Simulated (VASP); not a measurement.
# Cl in VASP: a series of runs

The runs below take Cl through single point, with LDA.

Everything below comes from runs of VASP 6.6.1. Logs are shortened: lines on timing, memory, paths and dates and some standing lists are left out, and cuts for length are marked.

## (1) The cell of the first run

The cell holds an amorphous packing of atoms, 20 atoms: a = 9.379 Å, b = 9.379 Å, c = 9.379 Å, α = 90.00°, β = 90.00°, γ = 90.00°.

## (2) Single point, LDA

File INCAR:

```
SYSTEM = Cl
PREC     = Accurate       ! precision mode
ENCUT    = 520            ! plane-wave cutoff, eV
EDIFF    = 1E-7           ! SCF threshold, eV
ISMEAR   = -1             ! smearing method
SIGMA    = 0.05           ! smearing width, eV
LREAL    = Auto         
LASPH    = .TRUE.         ! aspherical terms in the spheres
NELM     = 100            ! most SCF steps
ALGO     = Normal         ! electronic algorithm
ISIF     = 2              ! what is computed and relaxed
LWAVE    = .FALSE.        ! write WAVECAR
LCHARG   = .FALSE.        ! write CHGCAR
GGA      = CA             ! functional
NBANDS   = 86             ! bands
```

File KPOINTS:

```
regular mesh
0
G
  1 1 1
  0 0 0
```

File POSCAR:

```
Cl
1.0
    9.3788870000      0.0000000000      0.0000000000
    0.0000000000      9.3788870000      0.0000000000
    0.0000000000      0.0000000000      9.3788870000
Cl
20
Direct
    0.8396838559      0.3254437334      0.1863227481
    0.7397359623      0.5008270171      0.2145776999
    0.4982680781      0.8673737086      0.5145599899
    0.3976591252      0.6901565186      0.4880962954
    0.6920650606      0.8841560838      1.0118258169
    0.6048478887      0.8906707160      0.8072599659
    0.0408577265      0.9659674970      0.2185760421
    0.0759151912      0.7690464764      0.3050468568
    0.1225625173      0.5633077784      0.5109668130
   -0.0648051309      0.4698851793      0.5235376010
    0.3380571703      0.4651191554      0.2318825251
    0.2365099398      0.2863346152      0.2515756934
    0.0943928635      0.8585240445      0.6645884528
    0.1095759017      0.7016504197      0.8092751304
    0.7204159726      0.2898211696      0.5268748840
    0.6125033813      0.1738052714      0.6811682452
    0.9765337827      0.3487300785      0.8429358409
    0.9076983228      0.1688579892      0.9332557264
    0.4732651113      0.7066936621      0.1675252085
    0.3331418749      0.7398105980      0.0077834395
```

Potentials or basis: VASP PAW LDA potentials, release 64 (Cl).

Command:

```
> cat potpaw_LDA.64/Cl/POTCAR > POTCAR
> mpirun -np 1 vasp_gam > vasp.out
```

OUTCAR:

```text
SYSTEM = Cl
   PREC = Accurate
   ENCUT = 520
   EDIFF = 1E-7
   ISMEAR = -1
   LREAL = Auto
   LASPH = .TRUE.
   NELM = 100
   ISIF = 2
   GGA = CA

 ion  position               nearest neighbor table
   1  0.840  0.325  0.186-   2 1.91
   2  0.740  0.501  0.215-   1 1.91
   3  0.498  0.867  0.515-   4 1.93
   4  0.398  0.690  0.488-   3 1.93
   5  0.692  0.884  0.012-   6 2.09
   6  0.605  0.891  0.807-   5 2.09
   7  0.041  0.966  0.219-   8 2.04
   8  0.076  0.769  0.305-   7 2.04
   9  0.123  0.563  0.511-  10 1.97
  10  0.935  0.470  0.524-   9 1.97  15 2.63
  11  0.338  0.465  0.232-  12 1.94  19 2.67
  12  0.237  0.286  0.252-  11 1.94
  13  0.094  0.859  0.665-  14 2.01
  14  0.110  0.702  0.809-  13 2.01
  15  0.720  0.290  0.527-  16 2.07  10 2.63
  16  0.613  0.174  0.681-  15 2.07
  17  0.977  0.349  0.843-  18 2.00
  18  0.908  0.169  0.933-  17 2.00
  19  0.473  0.707  0.168-  20 2.02  11 2.67
  20  0.333  0.740  0.008-  19 2.02

  LATTYP: Found a simple cubic cell.
 ALAT       =     9.3788870000

  Lattice vectors:

 A1 = (   9.3788870000,   0.0000000000,   0.0000000000)
 A2 = (   0.0000000000,   9.3788870000,   0.0000000000)
 A3 = (   0.0000000000,   0.0000000000,   9.3788870000)

Analysis of symmetry for initial positions (statically):
=====================================================================
 Subroutine PRICEL returns:
 Original cell was already a primitive cell.

 Routine SETGRP: Setting up the symmetry group for a
 simple cubic supercell.

 Subroutine GETGRP returns: Found  1 space group operations
 (whereof  1 operations were pure point group operations)
 out of a pool of 48 trial point group operations.

The static configuration has the point symmetry C_1 .

Analysis of symmetry for dynamics (positions and initial velocities):
=====================================================================
 Subroutine PRICEL returns:
 Original cell was already a primitive cell.

 Routine SETGRP: Setting up the symmetry group for a
 simple cubic supercell.

 Subroutine GETGRP returns: Found  1 space group operations
 (whereof  1 operations were pure point group operations)
 out of a pool of 48 trial point group operations.

The dynamic configuration has the point symmetry C_1 .

 Subroutine INISYM returns: Found  1 space group operations
 (whereof  1 operations are pure point group operations),
 and found     1 'primitive' translations

----------------------------------------------------------------------------------------

                                     Primitive cell

  volume of cell :     824.9999

  direct lattice vectors                    reciprocal lattice vectors
     9.378887000  0.000000000  0.000000000     0.106622460  0.000000000  0.000000000
     0.000000000  9.378887000  0.000000000     0.000000000  0.106622460  0.000000000
     0.000000000  0.000000000  9.378887000     0.000000000  0.000000000  0.106622460

  length of vectors
     9.378887000  9.378887000  9.378887000     0.106622460  0.106622460  0.106622460

  position of ions in fractional coordinates (direct lattice)
     0.839683856  0.325443733  0.186322748
     0.739735962  0.500827017  0.214577700
     0.498268078  0.867373709  0.514559990
     0.397659125  0.690156519  0.488096295
     0.692065061  0.884156084  0.011825817
     0.604847889  0.890670716  0.807259966
[... 12 lines left out ...]
     0.473265111  0.706693662  0.167525209
     0.333141875  0.739810598  0.007783440

  ion indices of the primitive-cell ions
   primitive index   ion index
                 1           1
                 2           2
                 3           3
                 4           4
                 5           5
                 6           6
[... 12 lines left out ...]
                19          19
                20          20

----------------------------------------------------------------------------------------

 KPOINTS: regular mesh

Automatic generation of k-mesh.
 Grid dimensions read from file:
 generate k-points for:    1    1    1

 Generating k-lattice:

  Cartesian coordinates                     Fractional coordinates (reciprocal lattice)
     0.106622460  0.000000000  0.000000000     1.000000000  0.000000000  0.000000000
     0.000000000  0.106622460  0.000000000     0.000000000  1.000000000  0.000000000
     0.000000000  0.000000000  0.106622460     0.000000000  0.000000000  1.000000000

  Length of vectors
     0.106622460  0.106622460  0.106622460

  Shift w.r.t. Gamma in fractional coordinates (k-lattice)
     0.000000000  0.000000000  0.000000000

 Subroutine IBZKPT returns following result:
 ===========================================

 Found      1 irreducible k-points:

 Following reciprocal coordinates:
            Coordinates               Weight
  0.000000  0.000000  0.000000      1.000000
   k-points           NKPTS =      1   k-points in BZ     NKDIM =      1   number of bands    NBANDS=     86
   number of dos      NEDOS =    301   number of ions     NIONS =     20
   total plane-waves  NPLWV = 343000
   dimension x,y,z NGX =    70 NGY =   70 NGZ =   70
   dimension x,y,z NGXF=   140 NGYF=  140 NGZF=  140
   ions per type =              20
   NGX,Y,Z   is equivalent  to a cutoff of  12.41, 12.41, 12.41 a.u.
   NGXF,Y,Z  is equivalent  to a cutoff of  24.82, 24.82, 24.82 a.u.
 SYSTEM =  Cl
   PREC   = accura    normal or accurate (medium, high low for compatibility)
   ISTART =      0    job   : 0-new  1-cont  2-samecut
   ICHARG =      2    charge: 1-file 2-atom 10-const
   ISPIN  =      1    spin polarized calculation?
   LNONCOLLINEAR =      F non collinear calculations
   LSORBIT =      F    spin-orbit coupling
   LASPH  =      T    aspherical Exc in radial PAW
   ENCUT  =  520.0 eV  38.22 Ry    6.18 a.u.  17.44 17.44 17.44*2*pi/ulx,y,z
   NELM   =    100;   NELMIN=  2; NELMDL= -5     # of ELM steps
   EDIFF  = 0.1E-06   stopping-criterion for ELM
   LREAL  =      T    real-space projection
   EDIFFG = 0.1E-05   stopping-criterion for IOM
   NSW    =      0    number of steps for IOM
   IBRION =     -1    ionic relax: 0-MD 1-quasi-New 2-CG
   NFREE  =      0    steps in history (QN), initial steepest desc. (CG)
   ISIF   =      2    stress and relaxation
   ISYM   =      2    0-nonsym 1-usesym 2-fastsym
   POTIM  = 0.5000    time-step for ionic-motion
   TEBEG  =    0.0;   TEEND  =   0.0 temperature during run
   PSTRESS=    0.0 pullay stress
   NELECT =     140.0000    total number of electrons
   NUPDOWN=      -1.0000    fix difference up-down
   EMIN   =  10.00;   EMAX   =-10.00  energy-range for DOS
   EFERMI =   0.00;   METHOD = LEGACY
   ISMEAR =    -1;   SIGMA  =   0.05  broadening in eV -4-tet -1-fermi 0-gaus
   EFERMI_NEDOS =   21; number of points for ismear=-14 and -15
   IALGO  =     38    algorithm
   IMIX   =      4    mixing-type and parameters
     AMIX     =   0.40;   BMIX     =  1.00
     AMIX_MAG =   1.60;   BMIX_MAG =  1.00
  volume/ion in A,a.u.               =      41.25       278.37
  Fermi-wavevector in a.u.,A,eV,Ry     =   0.906358  1.712767 11.176968  0.821484
  Thomas-Fermi vector in A             =   2.030036
   LORBIT       =      0    0 simple, 1 ext, 2 COOP (PROOUT), +10 PAW based schemes
   GGA     = CA    functional components
   LHFCALC =     F    Hartree Fock is set to
   AEXX    =    0.0000 exact exchange contribution
   IVDW    =     0    specifies the selected vdW correction
   LEPSILON=     F    determine dielectric tensor
   LRPA    =     F    only Hartree local field effects (RPA)
 non-spin polarized calculation
  energy-cutoff  :      520.00
  volume of cell :      825.00
 maximum number of plane-waves:     11072
 NGX is ok and might be reduce to    70
   NGX = 35   NGY = 35   NGZ = 35

 number of electron     140.0000000 magnetization

 Free energy of the ion-electron system (eV)
  ---------------------------------------------------
  ext. energy  EPLUGINS =         0.00000000
  ---------------------------------------------------
  free energy    TOTEN  =       -41.92018832 eV

  energy without entropy =      -41.92018590  energy(sigma->0) =      -41.92018711

 E-fermi :  -1.5029     XC(G=0):  -6.4179

 val. band max:       -2.2083199777   @ k =   0.0000   0.0000   0.0000
 cond. band min:      -0.8002801769   @ k =   0.0000   0.0000   0.0000
 fundamental gap:      1.4080398007
 Fermi energy:        -1.5029416999

 k-point     1 :       0.0000    0.0000    0.0000
  band No.  band energies     occupation
      1     -20.1593      2.00000
      2     -19.6451      2.00000
      3     -19.5636      2.00000
      4     -19.3698      2.00000
      5     -19.2758      2.00000
      6     -19.0700      2.00000
[... 74 lines left out ...]
     81       2.9940      0.00000
     82       4.3069      0.00000
 [bands above 82 left out]

------------------------ aborting loop because EDIFF is reached ----------------------------------------

  FORCE on cell =-STRESS in cart. coord.  units (eV):
  Direction    XX          YY          ZZ          XY          YZ          ZX
  --------------------------------------------------------------------------------------
  -------------------------------------------------------------------------------------
  Total        1.2215213      4.5550378     -3.3383806      1.3637963      2.2355372     -2.5920741
  in kB        2.3722350      8.8460350     -6.4832463      2.6485378      4.3414877     -5.0338941
  external PRESSURE =       1.5783412 kB  Pullay stress =       0.0000000 kB

 VOLUME and BASIS-vectors are now :
 -----------------------------------------------------------------------------
  energy-cutoff  :      520.00
  volume of cell :      825.00
      direct lattice vectors                 reciprocal lattice vectors
     9.378887000  0.000000000  0.000000000     0.106622460  0.000000000  0.000000000
     0.000000000  9.378887000  0.000000000     0.000000000  0.106622460  0.000000000
     0.000000000  0.000000000  9.378887000     0.000000000  0.000000000  0.106622460

 POSITION                                       TOTAL-FORCE (eV/Angst)
 -----------------------------------------------------------------------------------
      7.87530      3.05230      1.74750         0.686944     -1.149812     -0.010828
      6.93790      4.69720      2.01250        -0.852477      1.530022      0.307719
      4.67320      8.13500      4.82600         0.551380      1.220795      0.472630
      3.72960      6.47290      4.57780        -0.416437     -1.171133      0.004006
      6.49080      8.29240      0.11091        -0.087904      0.424498     -1.314745
      5.67280      8.35350      7.57120         0.393746     -0.136348      0.959772
[... 12 lines left out ...]
      4.43870      6.62800      1.57120        -0.464727      0.055025     -0.163601
      3.12450      6.93860      0.07300         0.118264     -0.146562      0.118930
 -----------------------------------------------------------------------------------
    total drift:                               -0.002865     -0.002825      0.000787

  FREE ENERGIE OF THE ION-ELECTRON SYSTEM (eV)
  ---------------------------------------------------
  free  energy   TOTEN  =       -41.9201883151 eV

  energy  without entropy=      -41.9201858961  energy(sigma->0) =      -41.92018711
```

Wall time 1.9 min (1 thread of Intel Xeon Platinum 8175M at 2.50GHz (Skylake/Cascade Lake), shared host); peak memory 0.48 GiB.

What came out:

```yaml
Free_energy: -41.9202 eV
Pressure: 0.2 GPa
Largest_force: 1.778 eV/Å
Band_gap_on_the_k_mesh: 1.41 eV
```

Forces in eV/Å, atoms in the order of the input:
```
Cl   0.687 -1.150 -0.011
Cl  -0.852  1.530  0.308
Cl   0.551  1.221  0.473
Cl  -0.416 -1.171  0.004
Cl  -0.088  0.424 -1.315
Cl   0.394 -0.136  0.960
Cl   0.000 -0.303 -0.140
Cl  -0.013  0.543  0.048
Cl   0.680  0.199 -0.689
Cl  -0.541 -0.383  0.421
Cl   0.680  1.070 -0.138
Cl  -0.841 -1.385  0.244
Cl   0.016 -0.370  0.510
Cl   0.032  0.682 -0.044
Cl  -0.739 -0.582  0.478
Cl   0.696  0.437 -0.852
Cl  -0.183 -0.249  0.137
Cl   0.286 -0.286 -0.349
Cl  -0.465  0.055 -0.164
Cl   0.118 -0.147  0.119
```

Levels at points of the mesh, in eV from the valence-band top:
| k point | band 68 | band 69 | band 70 | band 71 | band 72 | band 73 |
| --- | --- | --- | --- | --- | --- | --- |
| (0.00, 0.00, 0.00) | -0.24 | -0.15 | 0.00 | 1.41 | 1.65 | 1.74 |

Caveat: the k points lie up to 0.67 Å⁻¹ apart.

## (3) Single point, LDA

File INCAR:

```
SYSTEM = Cl
  PREC = Accurate
  ENCUT = 520
  EDIFF = 1E-6
  ISMEAR = -1
  SIGMA = 0.05
  LREAL = Auto
  LASPH = .True.
  NELM = 80
  ALGO = Normal
  ISIF = 2
  LWAVE = .False.
  LCHARG = .True.
  GGA = CA
  LELF = .True.
  LVHAR = .True.
  NBANDS = 86
```

File KPOINTS:

```
Automatic mesh
0
Gamma
  1 1 1
  0 0 0
```

File POSCAR:

```
Cl
1.0
    9.3788870000      0.0000000000      0.0000000000
    0.0000000000      9.3788870000      0.0000000000
    0.0000000000      0.0000000000      9.3788870000
Cl
20
Direct
    0.7172066366      0.3228741321      0.2481637747
    0.6617203086      0.5078960862      0.1543253480
    0.5760918113      0.8594943089      0.5730104222
    0.4198472591      0.7296388154      0.4710900131
    0.6941655231      1.0308259392      1.0330330241
    0.6954663171      0.8670431790      0.8884423066
   -0.0026548992      1.0244179293      0.2218493516
    0.1940742009      0.9680039860      0.3029037454
    0.0926762419      0.5661652603      0.3675169559
   -0.0367420996      0.6156274193      0.5260325666
    0.2646262824      0.4780524597      0.1592513056
    0.1542080633      0.2875394490      0.2215721332
    0.0321146848      0.8538433185      0.7384245060
    0.0333834921      0.6867126131      0.8414537887
    0.5975975614      0.1940848632      0.5218529661
    0.6767860621      0.0714583724      0.6835779128
    0.9694220647      0.3269577723      0.6823837413
    0.9480229370      0.2239818008      0.8788782720
    0.4491044620      0.7180489540      0.1409975405
    0.3145682425      0.7183261724     -0.0201516449
```

Potentials or basis: VASP PAW LDA potentials, release 64 (Cl).

Command:

```
> cat potpaw_LDA.64/Cl/POTCAR > POTCAR
> mpirun -np 1 vasp_gam > vasp.out
```

Wall time 2.4 min (1 thread of Intel Xeon Platinum 8175M at 2.50GHz (Skylake/Cascade Lake), shared host); peak memory 0.46 GiB.

The run converged. Its results:

```
Free energy            : -41.3963 eV
Pressure               : -0.2 GPa
Largest force          : 3.658 eV/Å
Band gap on the k mesh : 1.36 eV
```

Forces in eV/Å, atoms in the order of the input:
```
Cl   0.050  0.061 -0.172
Cl  -0.016 -0.412  0.184
Cl  -1.225 -0.760 -0.594
Cl   0.620  0.244  0.245
Cl   0.135 -0.559 -0.203
Cl   0.023  0.731  0.755
Cl   0.963 -0.216  0.347
Cl  -0.944 -0.129 -0.269
Cl   0.337  0.384 -0.255
Cl  -0.464 -0.236  0.170
Cl  -0.916 -1.938  0.685
Cl   0.769  1.184 -0.933
Cl   0.014  3.253 -1.674
Cl   0.096 -2.928  1.936
Cl   0.515 -0.174  0.450
Cl   0.049  0.742 -0.456
Cl  -0.226 -0.390  1.253
Cl   0.192  0.480 -1.150
Cl   0.483  0.380  0.453
Cl  -0.454  0.284 -0.773
```

Stress tensor (GPa, compression positive):
```
-0.91 -0.20 -0.16
-0.20  0.33 -0.16
-0.16 -0.16 -0.08
```

Levels at points of the mesh, in eV from the valence-band top:
```csv
k point,band 66,band 67,band 68,band 69,band 70,band 71,band 72,band 73,band 74,band 75
"(0.00, 0.00, 0.00)",-0.35,-0.30,-0.26,-0.18,0.00,1.36,1.66,1.73,1.84,1.96
```

Caveat: the k points lie up to 0.67 Å⁻¹ apart.

## (4) Single point, LDA

File INCAR:

```
SYSTEM = Cl
PREC     = Accurate       ! precision mode
ENCUT    = 520            ! plane-wave cutoff, eV
EDIFF    = 1E-6           ! SCF threshold, eV
ISMEAR   = -1             ! smearing method
SIGMA    = 0.05           ! smearing width, eV
LREAL    = Auto         
LASPH    = .True.         ! aspherical terms in the spheres
NELM     = 60             ! most SCF steps
ALGO     = Normal         ! electronic algorithm
ISIF     = 2              ! what is computed and relaxed
LWAVE    = .False.        ! write WAVECAR
LCHARG   = .True.         ! write CHGCAR
LELF     = .True.         ! ELF
LVHAR    = .True.       
NBANDS   = 86             ! bands
```

KPOINTS is that of step 3.

File POSCAR:

```
Cl
1.0
    9.3788870000      0.0000000000      0.0000000000
    0.0000000000      9.3788870000      0.0000000000
    0.0000000000      0.0000000000      9.3788870000
Cl
20
Direct
    0.7494492683      0.3563215976      0.2027532691
    0.7361321231      0.5587336749      0.2731240924
    0.4395510896      0.9146607694      0.5285275321
    0.3458939211      0.7315366951      0.4575169740
    0.6887491021      1.1326823748      1.0526089076
    0.7473274814      0.9425105559      0.9696459719
   -0.0006290725      1.0462115601      0.1770359319
    0.0829309491      0.8829619122      0.2898958053
    0.0371899139      0.6849106936      0.4635837920
   -0.0673320832      0.4969566218      0.5577740728
    0.3697240408      0.3922640288      0.2618114495
    0.1569909095      0.3552660353      0.2874541510
    0.0824084990      0.8730460235      0.8595476201
   -0.0975915372      0.7410154318      0.8234559175
    0.5041643001      0.2473107950      0.6136549038
    0.6780442072      0.1157280176      0.6406836973
    1.0098319769      0.3413518043      0.7528185381
    0.9685690850      0.2077538625      0.9228387121
    0.4620590908      0.8116634735      0.0574801680
    0.4046215718      0.6632023608     -0.0876436618
```

Command:

```
> cat potpaw_LDA.64/Cl/POTCAR > POTCAR
> mpirun -np 1 vasp_gam > vasp.out
```

Run time: 2 min. Hardware: 1 thread of Intel Xeon Platinum 8175M at 2.50GHz (Skylake/Cascade Lake), shared host; peak memory 0.47 GiB.

Results (log left out):

* Free energy: -41.5215 eV
* Pressure: -1.1 GPa
* Largest force: 2.179 eV/Å
* Band gap on the k mesh: 1.25 eV

Forces on the atoms (eV/Å):
```
Cl   0.143  0.114  0.216
Cl  -0.126 -0.066 -0.143
Cl  -0.247 -0.831 -0.320
Cl   0.477  0.913  0.258
Cl  -0.639 -0.276 -0.011
Cl   0.304  0.296 -0.121
Cl   0.074  0.314  0.096
Cl   0.313  0.049 -0.415
Cl  -0.970 -1.006  0.599
Cl   0.805  0.530 -0.138
Cl  -0.824 -0.090  0.147
Cl   0.879  0.171 -0.130
Cl  -1.653 -1.363 -0.392
Cl   1.731  1.111  0.306
Cl   1.071 -0.781  0.079
Cl  -1.053  0.845 -0.056
Cl  -0.276  0.203  0.003
Cl   0.375  0.000 -0.117
Cl  -0.612 -0.738 -0.421
Cl   0.229  0.605  0.560
```

Stress tensor (GPa, compression positive):
```
-1.30 -0.23 -0.33
-0.23 -1.30 -0.18
-0.33 -0.18 -0.63
```

Levels at points of the mesh, in eV from the valence-band top:
```tsv
k point	band 68	band 69	band 70	band 71	band 72	band 73
(0.00, 0.00, 0.00)	-0.20	-0.09	0.00	1.25	1.32	1.78
```

Caveat: the k points lie up to 0.67 Å⁻¹ apart.
